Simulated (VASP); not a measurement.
# Sc3Al (Pm-3m) in VASP: single point with r2SCAN

Aim: the single point of Sc3Al with r2SCAN.

Everything below comes from runs of VASP 6.6.1. Logs are shortened: lines on timing, memory, paths and dates and some standing lists are left out, and cuts for length are marked.

## 1. The cell of the first run

The structure is cubic, space group Pm-3m (No. 221). Conventional cell: a = 4.427 Å, b = 4.427 Å, c = 4.427 Å, α = 90.00°, β = 90.00°, γ = 90.00°. Within 4.1 Å of Sc (site symmetry 4/mmm) lie 8 Sc at 3.13 Å and 4 Al at 3.13 Å. Al (site symmetry m-3m) has 12 Sc at 3.13 Å within 4.1 Å.

## 2. Single point, r2SCAN

Input file POSCAR:

```
Sc3Al
1.0
    4.4269043427      0.0000000000      0.0000000000
    0.0000000000      4.4269043427      0.0000000000
    0.0000000000      0.0000000000      4.4269043427
Sc Al
3 1
Direct
    0.5000000000      0.0000000000      0.5000000000
    0.0000000000      0.5000000000      0.5000000000
    0.5000000000      0.5000000000      0.0000000000
    0.0000000000      0.0000000000      0.0000000000
```

Input file INCAR.step1:

```
PREC = Accurate
ENCUT = 520
ISMEAR = 0
SIGMA = 0.1
LREAL = F
LASPH = T
NELM = 60
NBANDS = 26
GGA = PE
ALGO = Normal
EDIFF = 1E-4
LWAVE = T
LCHARG = F
```

Input file INCAR.step2:

```
PREC = Accurate
ENCUT = 520
EDIFF = 1E-6
ISMEAR = 0
SIGMA = 0.1
LREAL = F
LASPH = T
NELM = 60
ALGO = Normal
ISIF = 2
LWAVE = F
LCHARG = F
METAGGA = R2SCAN
LMIXTAU = T
NBANDS = 26
ISTART = 1
```

Input file KPOINTS:

```
regular mesh
0
Gamma
  10 10 10
```

Potentials or basis: VASP PAW PBE potentials, release 64 (Sc_sv, Al).

Run with:

```console
$ cat potpaw_PBE.64/Sc_sv/POTCAR potpaw_PBE.64/Al/POTCAR > POTCAR
$ cp INCAR.step1 INCAR
$ mpirun -np 1 vasp_std > vasp.out
$ cp INCAR.step2 INCAR
$ mpirun -np 1 vasp_std > vasp.out
```

OUTCAR:

```text
PREC = Accurate
   ENCUT = 520
   EDIFF = 1E-6
   ISMEAR = 0
   LREAL = F
   LASPH = T
   NELM = 60
   ISIF = 2
   METAGGA = R2SCAN
   ISTART = 1

 ion  position               nearest neighbor table
   1  0.500  0.000  0.500-   2 3.13   3 3.13   4 3.13   3 3.13   4 3.13   2 3.13   3 3.13   3 3.13
                             2 3.13   4 3.13   4 3.13   2 3.13
   2  0.000  0.500  0.500-   1 3.13   3 3.13   4 3.13   3 3.13   4 3.13   1 3.13   4 3.13   4 3.13
                             1 3.13   3 3.13   3 3.13   1 3.13
   3  0.500  0.500  0.000-   1 3.13   2 3.13   4 3.13   1 3.13   2 3.13   1 3.13   4 3.13   1 3.13
                             2 3.13   4 3.13   2 3.13   4 3.13
   4  0.000  0.000  0.000-   1 3.13   2 3.13   3 3.13   1 3.13   2 3.13   2 3.13   3 3.13   2 3.13
                             1 3.13   3 3.13   1 3.13   3 3.13

  LATTYP: Found a simple cubic cell.
 ALAT       =     4.4269043427

  Lattice vectors:

 A1 = (   4.4269043427,   0.0000000000,   0.0000000000)
 A2 = (   0.0000000000,   4.4269043427,   0.0000000000)
 A3 = (   0.0000000000,   0.0000000000,   4.4269043427)

Analysis of symmetry for initial positions (statically):
=====================================================================
 Subroutine PRICEL returns:
 Original cell was already a primitive cell.

 Routine SETGRP: Setting up the symmetry group for a
 simple cubic supercell.

 Subroutine GETGRP returns: Found 48 space group operations
 (whereof 48 operations were pure point group operations)
 out of a pool of 48 trial point group operations.

The static configuration has the point symmetry O_h .

Analysis of symmetry for dynamics (positions and initial velocities):
=====================================================================
 Subroutine PRICEL returns:
 Original cell was already a primitive cell.

 Routine SETGRP: Setting up the symmetry group for a
 simple cubic supercell.

 Subroutine GETGRP returns: Found 48 space group operations
 (whereof 48 operations were pure point group operations)
 out of a pool of 48 trial point group operations.

The dynamic configuration has the point symmetry O_h .

 Subroutine INISYM returns: Found 48 space group operations
 (whereof 48 operations are pure point group operations),
 and found     1 'primitive' translations

----------------------------------------------------------------------------------------

                                     Primitive cell

  volume of cell :      86.7562

  direct lattice vectors                    reciprocal lattice vectors
     4.426904343  0.000000000  0.000000000     0.225891486  0.000000000  0.000000000
     0.000000000  4.426904343  0.000000000     0.000000000  0.225891486  0.000000000
     0.000000000  0.000000000  4.426904343     0.000000000  0.000000000  0.225891486

  length of vectors
     4.426904343  4.426904343  4.426904343     0.225891486  0.225891486  0.225891486

  position of ions in fractional coordinates (direct lattice)
     0.500000000  0.000000000  0.500000000
     0.000000000  0.500000000  0.500000000
     0.500000000  0.500000000  0.000000000
     0.000000000  0.000000000  0.000000000

  ion indices of the primitive-cell ions
   primitive index   ion index
                 1           1
                 2           2
                 3           3
                 4           4

----------------------------------------------------------------------------------------

 KPOINTS: regular mesh

Automatic generation of k-mesh.
 Grid dimensions read from file:
 generate k-points for:   10   10   10

 Generating k-lattice:

  Cartesian coordinates                     Fractional coordinates (reciprocal lattice)
     0.022589149  0.000000000  0.000000000     0.100000000  0.000000000  0.000000000
     0.000000000  0.022589149  0.000000000     0.000000000  0.100000000  0.000000000
     0.000000000  0.000000000  0.022589149     0.000000000  0.000000000  0.100000000

  Length of vectors
     0.022589149  0.022589149  0.022589149

  Shift w.r.t. Gamma in fractional coordinates (k-lattice)
     0.000000000  0.000000000  0.000000000

 Subroutine IBZKPT returns following result:
 ===========================================

 Found     56 irreducible k-points:

 Following reciprocal coordinates:
            Coordinates               Weight
  0.000000  0.000000  0.000000      1.000000
  0.100000  0.000000  0.000000      6.000000
  0.200000  0.000000  0.000000      6.000000
  0.300000  0.000000  0.000000      6.000000
  0.400000  0.000000  0.000000      6.000000
  0.500000  0.000000  0.000000      3.000000
[... 16 lines left out ...]
  0.200000  0.100000  0.100000     24.000000
  0.300000  0.100000  0.100000     24.000000
 [... further k-points ...]
   k-points           NKPTS =     56   k-points in BZ     NKDIM =     56   number of bands    NBANDS=     26
   number of dos      NEDOS =    301   number of ions     NIONS =      4
   total plane-waves  NPLWV =  46656
   dimension x,y,z NGX =    36 NGY =   36 NGZ =   36
   dimension x,y,z NGXF=    72 NGYF=   72 NGZF=   72
   ions per type =               3   1
   NGX,Y,Z   is equivalent  to a cutoff of  13.52, 13.52, 13.52 a.u.
   NGXF,Y,Z  is equivalent  to a cutoff of  27.04, 27.04, 27.04 a.u.
 SYSTEM =  unknown system
   PREC   = accura    normal or accurate (medium, high low for compatibility)
   ISTART =      1    job   : 0-new  1-cont  2-samecut
   ICHARG =      0    charge: 1-file 2-atom 10-const
   ISPIN  =      1    spin polarized calculation?
   LNONCOLLINEAR =      F non collinear calculations
   LSORBIT =      F    spin-orbit coupling
   LASPH  =      T    aspherical Exc in radial PAW
   ENCUT  =  520.0 eV  38.22 Ry    6.18 a.u.   8.23  8.23  8.23*2*pi/ulx,y,z
   NELM   =     60;   NELMIN=  2; NELMDL=  0     # of ELM steps
   EDIFF  = 0.1E-05   stopping-criterion for ELM
   LREAL  =      F    real-space projection
   EDIFFG = 0.1E-04   stopping-criterion for IOM
   NSW    =      0    number of steps for IOM
   IBRION =     -1    ionic relax: 0-MD 1-quasi-New 2-CG
   NFREE  =      0    steps in history (QN), initial steepest desc. (CG)
   ISIF   =      2    stress and relaxation
   ISYM   =      2    0-nonsym 1-usesym 2-fastsym
   POTIM  = 0.5000    time-step for ionic-motion
   TEBEG  =    0.0;   TEEND  =   0.0 temperature during run
   PSTRESS=    0.0 pullay stress
   NELECT =      36.0000    total number of electrons
   NUPDOWN=      -1.0000    fix difference up-down
   EMIN   =  10.00;   EMAX   =-10.00  energy-range for DOS
   EFERMI =   0.00;   METHOD = LEGACY
   ISMEAR =     0;   SIGMA  =   0.10  broadening in eV -4-tet -1-fermi 0-gaus
   EFERMI_NEDOS =   21; number of points for ismear=-14 and -15
   IALGO  =     38    algorithm
   IMIX   =      4    mixing-type and parameters
     AMIX     =   0.40;   BMIX     =  1.00
     AMIX_MAG =   1.60;   BMIX_MAG =  1.00
  volume/ion in A,a.u.               =      21.69       146.36
  Fermi-wavevector in a.u.,A,eV,Ry     =   1.221075  2.307496 20.286602  1.491023
  Thomas-Fermi vector in A             =   2.356270
   LORBIT       =      0    0 simple, 1 ext, 2 COOP (PROOUT), +10 PAW based schemes
   METAGGA = R2SCAN    functional components
   LHFCALC =     F    Hartree Fock is set to
   AEXX    =    0.0000 exact exchange contribution
   IVDW    =     0    specifies the selected vdW correction
   LEPSILON=     F    determine dielectric tensor
   LRPA    =     F    only Hartree local field effects (RPA)
 non-spin polarized calculation
 Gauss-broadening in eV      SIGMA  =   0.10
  energy-cutoff  :      520.00
  volume of cell :       86.76
 maximum number of plane-waves:      2360
 NGX is ok and might be reduce to    36
   NGX = 17   NGY = 17   NGZ = 17

 number of electron      35.9999989 magnetization

 Free energy of the ion-electron system (eV)
  ---------------------------------------------------
  ext. energy  EPLUGINS =         0.00000000
  ---------------------------------------------------
  free energy    TOTEN  =       -41.87669380 eV

  energy without entropy =      -41.84881856  energy(sigma->0) =      -41.86275618

 E-fermi :   4.8548     XC(G=0): -10.8191

 val. band max:        4.8472829453   @ k =   0.3000   0.1000   0.1000
 cond. band min:       4.8649520626   @ k =   0.4000   0.4000   0.2000
 fundamental gap:      0.0176691172
 Fermi energy:         4.8548106862

 k-point     1 :       0.0000    0.0000    0.0000
  band No.  band energies     occupation
      1     -46.7803      2.00000
      2     -46.6777      2.00000
      3     -46.6777      2.00000
      4     -24.6207      2.00000
      5     -24.6207      2.00000
      6     -24.6207      2.00000
[... 18 lines left out ...]
     25       7.3300      0.00000
     26       8.5361      0.00000

 k-point     2 :       0.1000    0.0000    0.0000
  band No.  band energies     occupation
      1     -46.7781      2.00000
      2     -46.6799      2.00000
      3     -46.6777      2.00000
      4     -24.6149      2.00000
      5     -24.6149      2.00000
      6     -24.6121      2.00000
[... 18 lines left out ...]
     25       7.4344      0.00000
     26       8.4327      0.00000

 k-point     3 :       0.2000    0.0000    0.0000
  band No.  band energies     occupation
      1     -46.7716      2.00000
      2     -46.6862      2.00000
      3     -46.6776      2.00000
      4     -24.5989      2.00000
      5     -24.5989      2.00000
      6     -24.5868      2.00000
[... 18 lines left out ...]
     25       7.6318      0.00000
     26       8.1189      0.00000

 k-point     4 :       0.3000    0.0000    0.0000
  band No.  band energies     occupation
      1     -46.7621      2.00000
      2     -46.6957      2.00000
      3     -46.6775      2.00000
      4     -24.5761      2.00000
      5     -24.5761      2.00000
      6     -24.5465      2.00000
[... 18 lines left out ...]
     25       7.6587      0.00000
     26       7.6600      0.00000

 k-point     5 :       0.4000    0.0000    0.0000
  band No.  band energies     occupation
      1     -46.7516      2.00000
      2     -46.7062      2.00000
      3     -46.6774      2.00000
      4     -24.5540      2.00000
      5     -24.5540      2.00000
      6     -24.4941      2.00000
[... 18 lines left out ...]
     25       7.5136      0.00000
     26       7.5136      0.00000

 k-point     6 :       0.5000    0.0000    0.0000
  band No.  band energies     occupation
      1     -46.7459      2.00000
      2     -46.7118      2.00000
      3     -46.6774      2.00000
      4     -24.5441      2.00000
      5     -24.5441      2.00000
      6     -24.4398      2.00000
[... 427 lines left out ...]
 k-point    21 :       0.5000    0.5000    0.0000
  band No.  band energies     occupation
      1     -46.7114      2.00000
      2     -46.7114      2.00000
      3     -46.7114      2.00000
      4     -24.6062      2.00000
      5     -24.5755      2.00000
      6     -24.4168      2.00000
[... 18 lines left out ...]
     25       7.2202      0.00000
     26       7.3492      0.00000

 k-point    22 :       0.1000    0.1000    0.1000
  band No.  band energies     occupation
      1     -46.7737      2.00000
      2     -46.6809      2.00000
      3     -46.6809      2.00000
      4     -24.6264      2.00000
      5     -24.5890      2.00000
      6     -24.5890      2.00000
[... 18 lines left out ...]
     25       7.4543      0.00000
     26       8.3661      0.00000

 k-point    23 :       0.2000    0.1000    0.1000
  band No.  band energies     occupation
      1     -46.7676      2.00000
      2     -46.6869      2.00000
      3     -46.6808      2.00000
      4     -24.6235      2.00000
      5     -24.5737      2.00000
      6     -24.5548      2.00000
[... 18 lines left out ...]
     25       7.6048      0.00000
     26       8.0711      0.00000

 k-point    24 :       0.3000    0.1000    0.1000
  band No.  band energies     occupation
      1     -46.7584      2.00000
      2     -46.6961      2.00000
      3     -46.6807      2.00000
      4     -24.6081      2.00000
      5     -24.5512      2.00000
      6     -24.5160      2.00000
[... 18 lines left out ...]
     25       7.5752      0.00000
     26       7.9170      0.00000

 [... further k-points ...]

------------------------ aborting loop because EDIFF is reached ----------------------------------------

  FORCE on cell =-STRESS in cart. coord.  units (eV):
  Direction    XX          YY          ZZ          XY          YZ          ZX
  --------------------------------------------------------------------------------------
  -------------------------------------------------------------------------------------
  Total        0.0990208      0.0990208      0.0990208     -0.0000000      0.0000000      0.0000000
  in kB        1.8286756      1.8286756      1.8286756     -0.0000000      0.0000000      0.0000000
  external PRESSURE =       1.8286756 kB  Pullay stress =       0.0000000 kB

 VOLUME and BASIS-vectors are now :
 -----------------------------------------------------------------------------
  energy-cutoff  :      520.00
  volume of cell :       86.76
      direct lattice vectors                 reciprocal lattice vectors
     4.426904343  0.000000000  0.000000000     0.225891486  0.000000000  0.000000000
     0.000000000  4.426904343  0.000000000     0.000000000  0.225891486  0.000000000
     0.000000000  0.000000000  4.426904343     0.000000000  0.000000000  0.225891486

 POSITION                                       TOTAL-FORCE (eV/Angst)
 -----------------------------------------------------------------------------------
      2.21345      0.00000      2.21345         0.000000      0.000000      0.000000
      0.00000      2.21345      2.21345         0.000000      0.000000      0.000000
      2.21345      2.21345      0.00000         0.000000      0.000000      0.000000
      0.00000      0.00000      0.00000         0.000000      0.000000      0.000000
 -----------------------------------------------------------------------------------
    total drift:                                0.000000      0.000000      0.000000

  FREE ENERGIE OF THE ION-ELECTRON SYSTEM (eV)
  ---------------------------------------------------
  free  energy   TOTEN  =       -41.8766937953 eV

  energy  without entropy=      -41.8488185579  energy(sigma->0) =      -41.86275618
```

It took 12 min on 1 thread of Oxide Virtual Turin-like, shared host; peak memory 0.25 GiB.

Results:

- Free energy: -41.8767 eV
- Pressure: 0.2 GPa
- Band gap on the k mesh: zero (bands 18 and 19 overlap by 1.65 eV)

Caveat: the PAW data sets were made with another functional, which shifts forces and pressure a little.
